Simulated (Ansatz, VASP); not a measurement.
**One calculation of GaSb3, two programs**

```
CELL_PARAMETERS angstrom
0.00000 3.58550 3.58550
3.58550 0.00000 3.58550
3.58550 3.58550 0.00000
ATOMIC_POSITIONS crystal
Ga 0.99070 0.00930 0.00930
Sb 0.25000 0.25000 0.25000
Sb 0.75000 0.75000 0.75000
Sb 0.50000 0.50000 0.50000
```

Alike in both runs: task single point; functional PBEsol; dispersion D3(BJ); k mesh 12 × 12 × 12; occupations gaussian, width 0.15 eV; no spin polarisation.

|  | VASP | Ansatz |
| --- | --- | --- |
| version | VASP 6.6.1 | Ansatz 0.2.0 |
| potentials or method | VASP PAW PBE potentials, release 64 (Ga_d, Sb), cutoff 520 eV | scalar-relativistic, plane waves, PAW |
| valence electrons in the cell | 28 | 58 |

Ansatz gave:

* gap on the k mesh at the Fermi level (eV): none
* pressure (GPa): 0.5
* rms of the force components (eV/Å): 0.048

Question: What did VASP give for the same quantities?

Answer: gap on the k mesh at the Fermi level (eV): none; pressure (GPa): 0.6; rms of the force components (eV/Å): 0.048.

VASP's potentials were made for PBE, not for PBEsol. Atom by atom the forces differ by 0.001 eV/Å (rms over components). A gap of «none» marks a metal or a gap that the smearing closes. VASP's potentials hold 28 valence electrons a cell and Ansatz's 58, so a difference there can come from the potentials and not from the codes.

Neither program's run includes spin-orbit coupling.
